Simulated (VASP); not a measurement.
# NaCl (P1) in VASP: single point with PBEsol

Aim: the single point of NaCl with PBEsol.

Program: VASP 6.6.1. These are calculated values, not measurements. Logs are shortened: lines on timing, memory, paths and dates and some standing lists are left out, and cuts for length are marked.

## 1. The cell of the first run

The typed cell holds 2 atoms: a = 3.951 Å, b = 3.951 Å, c = 3.951 Å, α = 60.00°, β = 60.00°, γ = 60.00°.

## 2. Single point, PBEsol

Input file INCAR:

```
SYSTEM = NaCl
PREC = Accurate ; ENCUT = 520
EDIFF = 1E-6 ; ISMEAR = -1
SIGMA = 0.05 ; LREAL = .False.
LASPH = .True. ; NELM = 80
ALGO = Normal ; ISIF = 2
LWAVE = .False. ; LCHARG = .False.
GGA = PS ; NBANDS = 14
```

Input file KPOINTS:

```
regular mesh
0
Gamma
  5 5 5
  0 0 0
```

Input file POSCAR:

```
NaCl
1.0
    0.0000000000      2.7940632177      2.7940632177
    2.7940632177      0.0000000000      2.7940632177
    2.7940632177      2.7940632177      0.0000000000
Cl Na
1 1
Direct
    0.4847840000      0.5003020000      0.5076340000
    0.0138270000      0.0254510000     -0.0347920000
```

Potentials or basis: VASP PAW PBE potentials, release 64 (Cl, Na_pv).

The run is started by

```bash
> cat potpaw_PBE.64/Cl/POTCAR potpaw_PBE.64/Na_pv/POTCAR > POTCAR
> mpirun -np 1 vasp_std > vasp.out
```

OUTCAR:

```text
SYSTEM = NaCl
   PREC = Accurate
   ENCUT = 520
   EDIFF = 1E-6
   ISMEAR = -1
   LREAL = .False.
   LASPH = .True.
   NELM = 80
   ISIF = 2
   GGA = PS

 ion  position               nearest neighbor table
   1  0.485  0.500  0.508-   2 2.64
   2  0.014  0.025  0.965-   1 2.64

  LATTYP: Found a face centered cubic cell.
 ALAT       =     5.5881264354

  Lattice vectors:

 A1 = (   0.0000000000,   2.7940632177,   2.7940632177)
 A2 = (   2.7940632177,   0.0000000000,   2.7940632177)
 A3 = (   2.7940632177,   2.7940632177,   0.0000000000)

Analysis of symmetry for initial positions (statically):
=====================================================================
 Subroutine PRICEL returns:
 Original cell was already a primitive cell.

 Routine SETGRP: Setting up the symmetry group for a
 face centered cubic supercell.

 Subroutine GETGRP returns: Found  1 space group operations
 (whereof  1 operations were pure point group operations)
 out of a pool of 48 trial point group operations.

The static configuration has the point symmetry C_1 .

Analysis of symmetry for dynamics (positions and initial velocities):
=====================================================================
 Subroutine PRICEL returns:
 Original cell was already a primitive cell.

 Routine SETGRP: Setting up the symmetry group for a
 face centered cubic supercell.

 Subroutine GETGRP returns: Found  1 space group operations
 (whereof  1 operations were pure point group operations)
 out of a pool of 48 trial point group operations.

The dynamic configuration has the point symmetry C_1 .

 Subroutine INISYM returns: Found  1 space group operations
 (whereof  1 operations are pure point group operations),
 and found     1 'primitive' translations

----------------------------------------------------------------------------------------

                                     Primitive cell

  volume of cell :      43.6253

  direct lattice vectors                    reciprocal lattice vectors
     0.000000000  2.794063218  2.794063218    -0.178950854  0.178950854  0.178950854
     2.794063218  0.000000000  2.794063218     0.178950854 -0.178950854  0.178950854
     2.794063218  2.794063218  0.000000000     0.178950854  0.178950854 -0.178950854

  length of vectors
     3.951402097  3.951402097  3.951402097     0.309951972  0.309951972  0.309951972

  position of ions in fractional coordinates (direct lattice)
     0.484784000  0.500302000  0.507634000
     0.013827000  0.025451000  0.965208000

  ion indices of the primitive-cell ions
   primitive index   ion index
                 1           1
                 2           2

----------------------------------------------------------------------------------------

 KPOINTS: regular mesh

Automatic generation of k-mesh.
 Grid dimensions read from file:
 generate k-points for:    5    5    5

 Generating k-lattice:

  Cartesian coordinates                     Fractional coordinates (reciprocal lattice)
    -0.035790171  0.035790171  0.035790171     0.200000000  0.000000000  0.000000000
     0.035790171 -0.035790171  0.035790171     0.000000000  0.200000000  0.000000000
     0.035790171  0.035790171 -0.035790171     0.000000000  0.000000000  0.200000000

  Length of vectors
     0.061990394  0.061990394  0.061990394

  Shift w.r.t. Gamma in fractional coordinates (k-lattice)
     0.000000000  0.000000000  0.000000000

 Subroutine IBZKPT returns following result:
 ===========================================

 Found     63 irreducible k-points:

 Following reciprocal coordinates:
            Coordinates               Weight
  0.000000  0.000000  0.000000      1.000000
  0.200000  0.000000  0.000000      2.000000
  0.000000  0.200000  0.000000      2.000000
  0.000000  0.000000  0.200000      2.000000
  0.200000  0.200000  0.200000      2.000000
  0.400000  0.000000  0.000000      2.000000
[... 16 lines left out ...]
  0.200000  0.400000  0.400000      2.000000
  0.400000  0.000000  0.200000      2.000000
 [... further k-points ...]
   k-points           NKPTS =     63   k-points in BZ     NKDIM =     63   number of bands    NBANDS=     14
   number of dos      NEDOS =    301   number of ions     NIONS =      2
   total plane-waves  NPLWV =  27000
   dimension x,y,z NGX =    30 NGY =   30 NGZ =   30
   dimension x,y,z NGXF=    60 NGYF=   60 NGZF=   60
   ions per type =               1   1
   NGX,Y,Z   is equivalent  to a cutoff of  12.62, 12.62, 12.62 a.u.
   NGXF,Y,Z  is equivalent  to a cutoff of  25.24, 25.24, 25.24 a.u.
 SYSTEM =  NaCl
   PREC   = accura    normal or accurate (medium, high low for compatibility)
   ISTART =      0    job   : 0-new  1-cont  2-samecut
   ICHARG =      2    charge: 1-file 2-atom 10-const
   ISPIN  =      1    spin polarized calculation?
   LNONCOLLINEAR =      F non collinear calculations
   LSORBIT =      F    spin-orbit coupling
   LASPH  =      T    aspherical Exc in radial PAW
   ENCUT  =  520.0 eV  38.22 Ry    6.18 a.u.   7.35  7.35  7.35*2*pi/ulx,y,z
   NELM   =     80;   NELMIN=  2; NELMDL= -5     # of ELM steps
   EDIFF  = 0.1E-05   stopping-criterion for ELM
   LREAL  =      F    real-space projection
   EDIFFG = 0.1E-04   stopping-criterion for IOM
   NSW    =      0    number of steps for IOM
   IBRION =     -1    ionic relax: 0-MD 1-quasi-New 2-CG
   NFREE  =      0    steps in history (QN), initial steepest desc. (CG)
   ISIF   =      2    stress and relaxation
   ISYM   =      2    0-nonsym 1-usesym 2-fastsym
   POTIM  = 0.5000    time-step for ionic-motion
   TEBEG  =    0.0;   TEEND  =   0.0 temperature during run
   PSTRESS=    0.0 pullay stress
   NELECT =      14.0000    total number of electrons
   NUPDOWN=      -1.0000    fix difference up-down
   EMIN   =  10.00;   EMAX   =-10.00  energy-range for DOS
   EFERMI =   0.00;   METHOD = LEGACY
   ISMEAR =    -1;   SIGMA  =   0.05  broadening in eV -4-tet -1-fermi 0-gaus
   EFERMI_NEDOS =   21; number of points for ismear=-14 and -15
   IALGO  =     38    algorithm
   IMIX   =      4    mixing-type and parameters
     AMIX     =   0.40;   BMIX     =  1.00
     AMIX_MAG =   1.60;   BMIX_MAG =  1.00
  volume/ion in A,a.u.               =      21.81       147.20
  Fermi-wavevector in a.u.,A,eV,Ry     =   1.120825  2.118053 17.092312  1.256249
  Thomas-Fermi vector in A             =   2.257475
   LORBIT       =      0    0 simple, 1 ext, 2 COOP (PROOUT), +10 PAW based schemes
   GGA     = PS    functional components
   LHFCALC =     F    Hartree Fock is set to
   AEXX    =    0.0000 exact exchange contribution
   IVDW    =     0    specifies the selected vdW correction
   LEPSILON=     F    determine dielectric tensor
   LRPA    =     F    only Hartree local field effects (RPA)
 non-spin polarized calculation
  energy-cutoff  :      520.00
  volume of cell :       43.63
 maximum number of plane-waves:      1211
 NGX is ok and might be reduce to    30
   NGX = 15   NGY = 15   NGZ = 15

 number of electron      14.0000003 magnetization

 Free energy of the ion-electron system (eV)
  ---------------------------------------------------
  ext. energy  EPLUGINS =         0.00000000
  ---------------------------------------------------
  free energy    TOTEN  =        -6.97693081 eV

  energy without entropy =       -6.97693081  energy(sigma->0) =       -6.97693081

 E-fermi :   0.5154     XC(G=0):  -8.4510

 val. band max:       -0.6243698036   @ k =   0.0000   0.0000   0.0000
 cond. band min:       4.4118198154   @ k =   0.0000   0.0000   0.0000
 fundamental gap:      5.0361896191
 Fermi energy:         0.5154380659

 k-point     1 :       0.0000    0.0000    0.0000
  band No.  band energies     occupation
      1     -21.2175      2.00000
      2     -21.2150      2.00000
      3     -21.2149      2.00000
      4     -13.3340      2.00000
      5      -0.6357      2.00000
      6      -0.6277      2.00000
      7      -0.6244      2.00000
      8       4.4118      0.00000
      9      10.4024      0.00000
     10      10.4102      0.00000
     11      10.4302      0.00000
     12      12.6721      0.00000
     13      12.7117      0.00000
     14      14.0495      0.00000

 k-point     2 :       0.2000    0.0000    0.0000
  band No.  band energies     occupation
      1     -21.2285      2.00000
      2     -21.2172      2.00000
      3     -21.2159      2.00000
      4     -13.2095      2.00000
      5      -1.4857      2.00000
      6      -0.7349      2.00000
      7      -0.7252      2.00000
      8       5.5232      0.00000
      9       9.4252      0.00000
     10      10.7420      0.00000
     11      10.7599      0.00000
     12      12.3765      0.00000
     13      12.4155      0.00000
     14      15.2539      0.00000

 k-point     3 :       0.0000    0.2000    0.0000
  band No.  band energies     occupation
      1     -21.2284      2.00000
      2     -21.2173      2.00000
      3     -21.2159      2.00000
      4     -13.2095      2.00000
      5      -1.4865      2.00000
      6      -0.7338      2.00000
      7      -0.7250      2.00000
      8       5.5227      0.00000
      9       9.4230      0.00000
     10      10.7427      0.00000
     11      10.7615      0.00000
     12      12.3761      0.00000
     13      12.4182      0.00000
     14      15.2488      0.00000

 k-point     4 :       0.0000    0.0000    0.2000
  band No.  band energies     occupation
      1     -21.2289      2.00000
      2     -21.2167      2.00000
      3     -21.2158      2.00000
      4     -13.2098      2.00000
      5      -1.4823      2.00000
      6      -0.7366      2.00000
      7      -0.7293      2.00000
      8       5.5257      0.00000
      9       9.4352      0.00000
     10      10.7448      0.00000
     11      10.7470      0.00000
     12      12.3737      0.00000
     13      12.4075      0.00000
     14      15.2771      0.00000

 k-point     5 :       0.2000    0.2000    0.2000
  band No.  band energies     occupation
      1     -21.2281      2.00000
      2     -21.2177      2.00000
      3     -21.2158      2.00000
      4     -13.2094      2.00000
      5      -1.4883      2.00000
      6      -0.7287      2.00000
      7      -0.7270      2.00000
      8       5.5215      0.00000
      9       9.4178      0.00000
     10      10.7448      0.00000
     11      10.7646      0.00000
[... 276 lines left out ...]
 k-point    22 :      -0.2000    0.2000   -0.2000
  band No.  band energies     occupation
      1     -21.2395      2.00000
      2     -21.2222      2.00000
      3     -21.2208      2.00000
      4     -13.0052      2.00000
      5      -2.1945      2.00000
      6      -1.1601      2.00000
      7      -1.0230      2.00000
      8       7.0981      0.00000
      9       8.5712      0.00000
     10       9.5967      0.00000
     11      11.4524      0.00000
     12      12.9587      0.00000
     13      14.8041      0.00000
     14      16.8660      0.00000

 k-point    23 :       0.2000    0.4000    0.4000
  band No.  band energies     occupation
      1     -21.2394      2.00000
      2     -21.2227      2.00000
      3     -21.2206      2.00000
      4     -13.0050      2.00000
      5      -2.1958      2.00000
      6      -1.1566      2.00000
      7      -1.0234      2.00000
      8       7.0971      0.00000
      9       8.5681      0.00000
     10       9.5948      0.00000
     11      11.4479      0.00000
     12      12.9755      0.00000
     13      14.8020      0.00000
     14      16.8682      0.00000

 k-point    24 :       0.4000    0.0000    0.2000
  band No.  band energies     occupation
      1     -21.2395      2.00000
      2     -21.2226      2.00000
      3     -21.2204      2.00000
      4     -13.0052      2.00000
      5      -2.1948      2.00000
      6      -1.1528      2.00000
      7      -1.0299      2.00000
      8       7.1043      0.00000
      9       8.5653      0.00000
     10       9.5977      0.00000
     11      11.4236      0.00000
     12      12.9988      0.00000
     13      14.7980      0.00000
     14      16.8859      0.00000

 [... further k-points ...]

------------------------ aborting loop because EDIFF is reached ----------------------------------------

  FORCE on cell =-STRESS in cart. coord.  units (eV):
  Direction    XX          YY          ZZ          XY          YZ          ZX
  --------------------------------------------------------------------------------------
  -------------------------------------------------------------------------------------
  Total        0.0691340      0.0581313      0.3194702     -0.0045604      0.0155448      0.0202742
  in kB        2.5390035      2.1349201     11.7328167     -0.1674849      0.5708951      0.7445876
  external PRESSURE =       5.4689134 kB  Pullay stress =       0.0000000 kB

 VOLUME and BASIS-vectors are now :
 -----------------------------------------------------------------------------
  energy-cutoff  :      520.00
  volume of cell :       43.63
      direct lattice vectors                 reciprocal lattice vectors
     0.000000000  2.794063218  2.794063218    -0.178950854  0.178950854  0.178950854
     2.794063218  0.000000000  2.794063218     0.178950854 -0.178950854  0.178950854
     2.794063218  2.794063218  0.000000000     0.178950854  0.178950854 -0.178950854

 POSITION                                       TOTAL-FORCE (eV/Angst)
 -----------------------------------------------------------------------------------
      2.81624      2.77288      2.75239        -0.068970     -0.053093      0.249118
      2.76796      2.73549      0.10975         0.068970      0.053093     -0.249118
 -----------------------------------------------------------------------------------
    total drift:                               -0.000089     -0.000068     -0.000299

  FREE ENERGIE OF THE ION-ELECTRON SYSTEM (eV)
  ---------------------------------------------------
  free  energy   TOTEN  =        -6.9769308072 eV

  energy  without entropy=       -6.9769308072  energy(sigma->0) =       -6.97693081
```

It took 34 s on 1 thread of Intel Xeon Platinum 8488C (Sapphire Rapids), shared host; peak memory 0.18 GiB.

Results:

```yaml
Free_energy: -6.9769 eV
Pressure: 0.5 GPa
Largest_force: 0.264 eV/Å
Band_gap_on_the_k_mesh: 5.04 eV
```

Forces in eV/Å, atoms in the order of the input:
```
Cl  -0.069 -0.053  0.249
Na   0.069  0.053 -0.249
```

Stress tensor (GPa, compression positive):
```
 0.25 -0.02  0.07
-0.02  0.21  0.06
 0.07  0.06  1.17
```

Caveat: the PAW data sets were made with another functional, which shifts forces and pressure a little.
